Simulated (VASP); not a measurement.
# Ti3Be (P6_3/mmc) in VASP: a series of runs

The runs below take Ti3Be through single point, relaxation of volume and atoms at fixed shape, with LDA.

Program: VASP 6.6.1. These are calculated values, not measurements. Logs are shortened: lines on timing, memory, paths and dates and some standing lists are left out, and cuts for length are marked.

**1. The cell of the first run**

Symmetry: P6_3/mmc, No. 194, hexagonal system. Conventional cell: a = 5.418 Å, b = 5.418 Å, c = 4.378 Å, α = 90.00°, β = 90.00°, γ = 120.00°. Ti (site symmetry mm2) has 8 Ti at 2.58 to 2.83 Å and 4 Be at 2.65 to 2.71 Å within 3.4 Å. Within 3.5 Å of Be (site symmetry -6m2) lie 12 Ti at 2.65 to 2.71 Å.

**2. Single point, LDA**

Input file INCAR:

```
  PREC = Accurate
  ENCUT = 520
  EDIFF = 1E-6
  ISMEAR = -1
  SIGMA = 0.1
  LREAL = False
  LASPH = True
  NELM = 60
  ALGO = Normal
  ISIF = 2
  LWAVE = False
  LCHARG = False
  NBANDS = 48
```

Input file KPOINTS:

```
Automatic mesh
0
Gamma
  5 5 5
```

Input file POSCAR:

```
Ti3Be
1.0
    5.4178954683      0.0000000000      0.0000000000
   -2.7089477342      4.6920351106      0.0000000000
    0.0000000000      0.0000000000      4.3780950715
Ti Be
6 2
Direct
    0.3487829122      0.1743914561      0.7500000000
    0.8256085439      0.1743914561      0.7500000000
    0.8256085439      0.6512170878      0.7500000000
    0.6512170878      0.8256085439      0.2500000000
    0.1743914561      0.8256085439      0.2500000000
    0.1743914561      0.3487829122      0.2500000000
    0.6666666667      0.3333333333      0.2500000000
    0.3333333333      0.6666666667      0.7500000000
```

Potentials or basis: VASP PAW LDA potentials, release 64 (Ti_sv, Be).

On the command line:

```bash
cat potpaw_LDA.64/Ti_sv/POTCAR potpaw_LDA.64/Be/POTCAR > POTCAR
mpirun -np 1 vasp_std > vasp.out
```

OUTCAR:

```text
PREC = Accurate
   ENCUT = 520
   EDIFF = 1E-6
   ISMEAR = -1
   LREAL = False
   LASPH = True
   NELM = 60
   ISIF = 2

 ion  position               nearest neighbor table
   1  0.349  0.174  0.750-   3 2.58   2 2.58   7 2.65   7 2.65   5 2.73   5 2.73   6 2.73   6 2.73
                             3 2.83   2 2.83
   2  0.826  0.174  0.750-   1 2.58   3 2.58   7 2.65   7 2.65   6 2.73   6 2.73   4 2.73   4 2.73
                             1 2.83   3 2.83
   3  0.826  0.651  0.750-   1 2.58   2 2.58   7 2.65   7 2.65   5 2.73   5 2.73   4 2.73   4 2.73
                             1 2.83   2 2.83
   4  0.651  0.826  0.250-   6 2.58   5 2.58   8 2.65   8 2.65   2 2.73   2 2.73   3 2.73   3 2.73
                             6 2.83   5 2.83
   5  0.174  0.826  0.250-   4 2.58   6 2.58   8 2.65   8 2.65   3 2.73   3 2.73   1 2.73   1 2.73
                             4 2.83   6 2.83
   6  0.174  0.349  0.250-   4 2.58   5 2.58   8 2.65   8 2.65   2 2.73   2 2.73   1 2.73   1 2.73
                             4 2.83   5 2.83
   7  0.667  0.333  0.250-   2 2.65   2 2.65   1 2.65   1 2.65   3 2.65   3 2.65
   8  0.333  0.667  0.750-   5 2.65   5 2.65   4 2.65   4 2.65   6 2.65   6 2.65

  LATTYP: Found a hexagonal cell.
 ALAT       =     5.4178954683
 C/A-ratio  =     0.8080803879

  Lattice vectors:

 A1 = (   5.4178954683,   0.0000000000,   0.0000000000)
 A2 = (  -2.7089477342,   4.6920351106,   0.0000000000)
 A3 = (   0.0000000000,   0.0000000000,   4.3780950715)

Analysis of symmetry for initial positions (statically):
=====================================================================
 Subroutine PRICEL returns:
 Original cell was already a primitive cell.

 Routine SETGRP: Setting up the symmetry group for a
 hexagonal supercell.

 Subroutine GETGRP returns: Found 24 space group operations
 (whereof 12 operations were pure point group operations)
 out of a pool of 24 trial point group operations.

The static configuration has the point symmetry D_3d.
 The point group associated with its full space group is D_6h.

Analysis of symmetry for dynamics (positions and initial velocities):
=====================================================================
 Subroutine PRICEL returns:
 Original cell was already a primitive cell.

 Routine SETGRP: Setting up the symmetry group for a
 hexagonal supercell.

 Subroutine GETGRP returns: Found 24 space group operations
 (whereof 12 operations were pure point group operations)
 out of a pool of 24 trial point group operations.

The dynamic configuration has the point symmetry D_3d.
 The point group associated with its full space group is D_6h.

 Subroutine INISYM returns: Found 24 space group operations
 (whereof 12 operations are pure point group operations),
 and found     1 'primitive' translations

----------------------------------------------------------------------------------------

                                     Primitive cell

  volume of cell :     111.2954

  direct lattice vectors                    reciprocal lattice vectors
     5.417895468  0.000000000  0.000000000     0.184573513  0.106563567  0.000000000
    -2.708947734  4.692035111  0.000000000     0.000000000  0.213127135  0.000000000
     0.000000000  0.000000000  4.378095071     0.000000000  0.000000000  0.228409841

  length of vectors
     5.417895468  5.417895468  4.378095071     0.213127135  0.213127135  0.228409841

  position of ions in fractional coordinates (direct lattice)
     0.348782912  0.174391456  0.750000000
     0.825608544  0.174391456  0.750000000
     0.825608544  0.651217088  0.750000000
     0.651217088  0.825608544  0.250000000
     0.174391456  0.825608544  0.250000000
     0.174391456  0.348782912  0.250000000
     0.666666667  0.333333333  0.250000000
     0.333333333  0.666666667  0.750000000

  ion indices of the primitive-cell ions
   primitive index   ion index
                 1           1
                 2           2
                 3           3
                 4           4
                 5           5
                 6           6
                 7           7
                 8           8

----------------------------------------------------------------------------------------

 KPOINTS: Automatic mesh

Automatic generation of k-mesh.
 Grid dimensions read from file:
 generate k-points for:    5    5    5

 Generating k-lattice:

  Cartesian coordinates                     Fractional coordinates (reciprocal lattice)
     0.036914703  0.021312713  0.000000000     0.200000000  0.000000000  0.000000000
     0.000000000  0.042625427  0.000000000     0.000000000  0.200000000  0.000000000
     0.000000000  0.000000000  0.045681968     0.000000000  0.000000000  0.200000000

  Length of vectors
     0.042625427  0.042625427  0.045681968

  Shift w.r.t. Gamma in fractional coordinates (k-lattice)
     0.000000000  0.000000000  0.000000000

 Subroutine IBZKPT returns following result:
 ===========================================

 Found     15 irreducible k-points:

 Following reciprocal coordinates:
            Coordinates               Weight
  0.000000  0.000000  0.000000      1.000000
  0.200000  0.000000  0.000000      6.000000
  0.400000  0.000000  0.000000      6.000000
  0.200000  0.200000  0.000000      6.000000
  0.400000  0.200000  0.000000      6.000000
  0.000000  0.000000  0.200000      2.000000
  0.200000  0.000000  0.200000     12.000000
  0.400000  0.000000  0.200000     12.000000
  0.200000  0.200000  0.200000     12.000000
  0.400000  0.200000  0.200000     12.000000
  0.000000  0.000000  0.400000      2.000000
  0.200000  0.000000  0.400000     12.000000
  0.400000  0.000000  0.400000     12.000000
  0.200000  0.200000  0.400000     12.000000
  0.400000  0.200000  0.400000     12.000000
   k-points           NKPTS =     15   k-points in BZ     NKDIM =     15   number of bands    NBANDS=     48
   number of dos      NEDOS =    301   number of ions     NIONS =      8
   total plane-waves  NPLWV =  57600
   dimension x,y,z NGX =    40 NGY =   40 NGZ =   36
   dimension x,y,z NGXF=    80 NGYF=   80 NGZF=   72
   ions per type =               6   2
   NGX,Y,Z   is equivalent  to a cutoff of  12.27, 12.27, 13.67 a.u.
   NGXF,Y,Z  is equivalent  to a cutoff of  24.55, 24.55, 27.34 a.u.
 SYSTEM =  unknown system
   PREC   = accura    normal or accurate (medium, high low for compatibility)
   ISTART =      0    job   : 0-new  1-cont  2-samecut
   ICHARG =      2    charge: 1-file 2-atom 10-const
   ISPIN  =      1    spin polarized calculation?
   LNONCOLLINEAR =      F non collinear calculations
   LSORBIT =      F    spin-orbit coupling
   LASPH  =      T    aspherical Exc in radial PAW
   ENCUT  =  520.0 eV  38.22 Ry    6.18 a.u.  10.07 10.07  8.14*2*pi/ulx,y,z
   NELM   =     60;   NELMIN=  2; NELMDL= -5     # of ELM steps
   EDIFF  = 0.1E-05   stopping-criterion for ELM
   LREAL  =      F    real-space projection
   EDIFFG = 0.1E-04   stopping-criterion for IOM
   NSW    =      0    number of steps for IOM
   IBRION =     -1    ionic relax: 0-MD 1-quasi-New 2-CG
   NFREE  =      0    steps in history (QN), initial steepest desc. (CG)
   ISIF   =      2    stress and relaxation
   ISYM   =      2    0-nonsym 1-usesym 2-fastsym
   POTIM  = 0.5000    time-step for ionic-motion
   TEBEG  =    0.0;   TEEND  =   0.0 temperature during run
   PSTRESS=    0.0 pullay stress
   NELECT =      76.0000    total number of electrons
   NUPDOWN=      -1.0000    fix difference up-down
   EMIN   =  10.00;   EMAX   =-10.00  energy-range for DOS
   EFERMI =   0.00;   METHOD = LEGACY
   ISMEAR =    -1;   SIGMA  =   0.10  broadening in eV -4-tet -1-fermi 0-gaus
   EFERMI_NEDOS =   21; number of points for ismear=-14 and -15
   IALGO  =     38    algorithm
   IMIX   =      4    mixing-type and parameters
     AMIX     =   0.40;   BMIX     =  1.00
     AMIX_MAG =   1.60;   BMIX_MAG =  1.00
  volume/ion in A,a.u.               =      13.91        93.88
  Fermi-wavevector in a.u.,A,eV,Ry     =   1.441630  2.724285 28.276930  2.078296
  Thomas-Fermi vector in A             =   2.560240
   LORBIT       =      0    0 simple, 1 ext, 2 COOP (PROOUT), +10 PAW based schemes
   GGA     = CA    functional components
   LHFCALC =     F    Hartree Fock is set to
   AEXX    =    0.0000 exact exchange contribution
   IVDW    =     0    specifies the selected vdW correction
   LEPSILON=     F    determine dielectric tensor
   LRPA    =     F    only Hartree local field effects (RPA)
 non-spin polarized calculation
  energy-cutoff  :      520.00
  volume of cell :      111.30
 maximum number of plane-waves:      3008
   NGX = 21   NGY = 21   NGZ = 17

 number of electron      75.9999975 magnetization

 Free energy of the ion-electron system (eV)
  ---------------------------------------------------
  ext. energy  EPLUGINS =         0.00000000
  ---------------------------------------------------
  free energy    TOTEN  =       -60.02656884 eV

  energy without entropy =      -59.71347646  energy(sigma->0) =      -59.87002265

 E-fermi :   8.2968     XC(G=0): -11.9706

 val. band max:        8.2835749485   @ k =   0.2000   0.2000   0.4000
 cond. band min:       8.2998171638   @ k =   0.2000   0.2000   0.4000
 fundamental gap:      0.0162422153
 Fermi energy:         8.2968227261

 k-point     1 :       0.0000    0.0000    0.0000
  band No.  band energies     occupation
      1     -47.4005      2.00000
      2     -47.2234      2.00000
      3     -47.1907      2.00000
      4     -47.1907      2.00000
      5     -47.1070      2.00000
      6     -47.1070      2.00000
[... 40 lines left out ...]
     47      10.9475      0.00000
     48      11.1349      0.00000

 k-point     2 :       0.2000    0.0000    0.0000
  band No.  band energies     occupation
      1     -47.3834      2.00000
      2     -47.2304      2.00000
      3     -47.2015      2.00000
      4     -47.1914      2.00000
      5     -47.1072      2.00000
      6     -47.1064      2.00000
[... 655 lines left out ...]
 k-point    15 :       0.4000    0.2000    0.4000
  band No.  band energies     occupation
      1     -47.2775      2.00000
      2     -47.2710      2.00000
      3     -47.2128      2.00000
      4     -47.1662      2.00000
      5     -47.1545      2.00000
      6     -47.1407      2.00000
[... 40 lines left out ...]
     47      10.0875      0.00000
     48      10.3778      0.00000

------------------------ aborting loop because EDIFF is reached ----------------------------------------

  FORCE on cell =-STRESS in cart. coord.  units (eV):
  Direction    XX          YY          ZZ          XY          YZ          ZX
  --------------------------------------------------------------------------------------
  -------------------------------------------------------------------------------------
  Total        0.0718888      0.0718888     -0.1035914     -0.0000000      0.0000000      0.0000000
  in kB        1.0348919      1.0348919     -1.4912734     -0.0000000      0.0000000      0.0000000
  external PRESSURE =       0.1928368 kB  Pullay stress =       0.0000000 kB

 VOLUME and BASIS-vectors are now :
 -----------------------------------------------------------------------------
  energy-cutoff  :      520.00
  volume of cell :      111.30
      direct lattice vectors                 reciprocal lattice vectors
     5.417895468  0.000000000  0.000000000     0.184573513  0.106563567  0.000000000
    -2.708947734  4.692035111  0.000000000     0.000000000  0.213127135  0.000000000
     0.000000000  0.000000000  4.378095071     0.000000000  0.000000000  0.228409841

 POSITION                                       TOTAL-FORCE (eV/Angst)
 -----------------------------------------------------------------------------------
      1.41725      0.81825      3.28357        -0.013089     -0.007557      0.000000
      4.00064      0.81825      3.28357         0.013089     -0.007557     -0.000000
      2.70895      3.05553      3.28357        -0.000000      0.015114     -0.000000
      1.29170      3.87378      1.09452         0.013089      0.007557     -0.000000
     -1.29170      3.87378      1.09452        -0.013089      0.007557     -0.000000
     -0.00000      1.63650      1.09452         0.000000     -0.015114      0.000000
      2.70895      1.56401      1.09452         0.000000     -0.000000     -0.000000
     -0.00000      3.12802      3.28357        -0.000000     -0.000000     -0.000000
 -----------------------------------------------------------------------------------
    total drift:                               -0.000001      0.000000     -0.000000

  FREE ENERGIE OF THE ION-ELECTRON SYSTEM (eV)
  ---------------------------------------------------
  free  energy   TOTEN  =       -60.0265688403 eV

  energy  without entropy=      -59.7134764617  energy(sigma->0) =      -59.87002265
```

It took 98 s on 1 thread of Intel Xeon Platinum 8488C (Sapphire Rapids), shared host; peak memory 0.21 GiB.

What came out:

* Free energy: -60.0266 eV
* Pressure: 0.0 GPa
* Largest force: 0.015 eV/Å
* Band gap on the k mesh: zero (bands 38 and 39 overlap by 0.20 eV)

Forces in eV/Å, atoms in the order of the input:
```
Ti  -0.013 -0.008  0.000
Ti   0.013 -0.008  0.000
Ti   0.000  0.015  0.000
Ti   0.013  0.008  0.000
Ti  -0.013  0.008  0.000
Ti   0.000 -0.015  0.000
Be   0.000  0.000  0.000
Be   0.000  0.000  0.000
```

**3. Relaxation of volume and atoms at fixed shape, LDA**

This run uses another cell than the first one, of 14.96 Å³/atom.

Input file INCAR:

```
SYSTEM = Ti3Be
PREC = Accurate
ENCUT = 600
EDIFF = 1E-6
ISMEAR = -1
SIGMA = 0.1
LREAL = .False.
LASPH = .True.
NELM = 60
ALGO = Normal
ISIF = 8
LWAVE = .False.
LCHARG = .False.
GGA = CA
IBRION = 2
NSW = 60
EDIFFG = -0.03
```

Input file KPOINTS:

```
regular mesh
0
Gamma
  5 5 5
  0 0 0
```

Input file POSCAR:

```
Ti3Be
1.0
    5.5511460000      0.0000000000      0.0000000000
   -2.7755730000      4.8074330000      0.0000000000
    0.0000000000      0.0000000000      4.4857720000
Ti Be
6 2
Direct
    0.3484320000      0.1742160000      0.7500000000
    0.8257840000      0.1742160000      0.7500000000
    0.8257840000      0.6515680000      0.7500000000
    0.6515680000      0.8257840000      0.2500000000
    0.1742160000      0.8257840000      0.2500000000
    0.1742160000      0.3484320000      0.2500000000
    0.6666666667      0.3333333333      0.2500000000
    0.3333333333      0.6666666667      0.7500000000
```

Potentials or basis: VASP PAW LDA potentials, release 64 (Ti_sv, Be).

On the command line:

```bash
cat potpaw_LDA.64/Ti_sv/POTCAR potpaw_LDA.64/Be/POTCAR > POTCAR
mpirun -np 1 vasp_std > vasp.out
```

It took 5.3 min on 1 thread of Intel Xeon Platinum 8488C (Sapphire Rapids), shared host; peak memory 0.27 GiB.

It converged, with:

| Property | Result |
| --- | --- |
| Free energy | -60.0279 eV |
| Relaxed volume | 13.91 Å³/atom |
| Relaxed cell | a = 5.417 Å, b = 5.417 Å, c = 4.378 Å, α = 90.00°, β = 90.00°, γ = 120.00° |
| Space group after relaxing (to 0.1 Å) | P6_3/mmc (No. 194) |
| Energy gained by relaxing | 27.5 meV/atom |
| Ionic steps | 3 |
| Pressure after relaxing | 0.0 GPa |
| Largest force after relaxing | 0.017 eV/Å |
| Band gap on the k mesh | zero (bands 38 and 39 overlap by 0.20 eV) |

Forces in eV/Å, atoms in the order of the input:
```
Ti   0.015  0.009  0.000
Ti  -0.015  0.009  0.000
Ti   0.000 -0.017  0.000
Ti  -0.015 -0.009  0.000
Ti   0.015 -0.009  0.000
Ti   0.000  0.017  0.000
Be   0.000  0.000  0.000
Be   0.000  0.000  0.000
```

Stress tensor (GPa, compression positive):
```
 0.06  0.00  0.00
 0.00  0.06  0.00
 0.00  0.00 -0.10
```

Step by step:
| step | energy change (eV) | largest force (eV/Å) | pressure (GPa) | volume (Å³) |
| --- | --- | --- | --- | --- |
| 1 | 0.0000 | 0.0112 | -7.86 | 119.71 |
| 2 | -0.1661 | 0.0379 | 4.61 | 107.43 |
| 3 | -0.2196 | 0.0174 | 0.01 | 111.26 |

Final structure:
```
Ti Be
1.0
     5.41739    0.00000    0.00000
    -2.70870    4.69160    0.00000
     0.00000    0.00000    4.37769
Ti Be
6 2
Cartesian
  1.4154 0.8172 3.2833
  4.0020 0.8172 3.2833
  2.7087 3.0572 3.2833
  1.2933 3.8744 1.0944
  -1.2933 3.8744 1.0944
  0.0000 1.6344 1.0944
  2.7087 1.5639 1.0944
  0.0000 3.1277 3.2833
```

Levels at points of the mesh, in eV from the Fermi level:
| k point | band 34 | band 35 | band 36 | band 37 | band 38 | band 39 | band 40 | band 41 | band 42 | band 43 |
| --- | --- | --- | --- | --- | --- | --- | --- | --- | --- | --- |
| (0.00, 0.00, 0.00) | -1.17 | -1.17 | -0.75 | -0.75 | -0.40 | 0.51 | 0.74 | 0.88 | 0.88 | 0.97 |
